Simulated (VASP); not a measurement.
Crystal: Y.

```
Y
1.0
     3.60000    0.00000    0.00000
    -1.80000    3.11769    0.00000
     0.00000    0.00000    5.87880
Y
2
Cartesian
  0.0000 2.0785 1.4697
  1.8000 1.0392 4.4091
```

```yaml
Program: VASP 6.6.1
Task: relaxation of cell and atoms
Functional: LDA
Potentials_or_basis: VASP PAW LDA potentials, release 64 (Y_sv)
Cutoff: 600 eV
k_mesh: 7 × 7 × 4
Occupations: methfessel-paxton, width 0.1 eV
Spin: no spin polarisation
```

At the start: pressure -3.9 GPa; volume 32.99 Å³/atom.

Where does the relaxation end?

Over 5 steps the energy falls by 47.4 meV/atom and the volume is 30.00 Å³/atom (-9.1 %); space group P6_3/mmc (No. 194, to 0.1 Å) before and after.

The path:
```csv
step,energy change (eV),largest force (eV/Å),pressure (GPa),volume (Å³)
1,0.0000,0.0000,-3.86,65.98
2,-0.0887,0.0000,1.01,58.66
3,-0.0914,0.0000,0.19,59.65
4,-0.0938,0.0000,0.11,59.83
5,-0.0947,0.0000,0.02,60.01
```

Final structure:
```xyz
2
Lattice="3.5416 0.0000 0.0000 -1.7708 3.0671 0.0000 0.0000 0.0000 5.5242" Properties=species:S:1:pos:R:3 pbc="T T T"
Y     0.0000    2.0447    1.3811
Y     1.7708    1.0224    4.1432
```
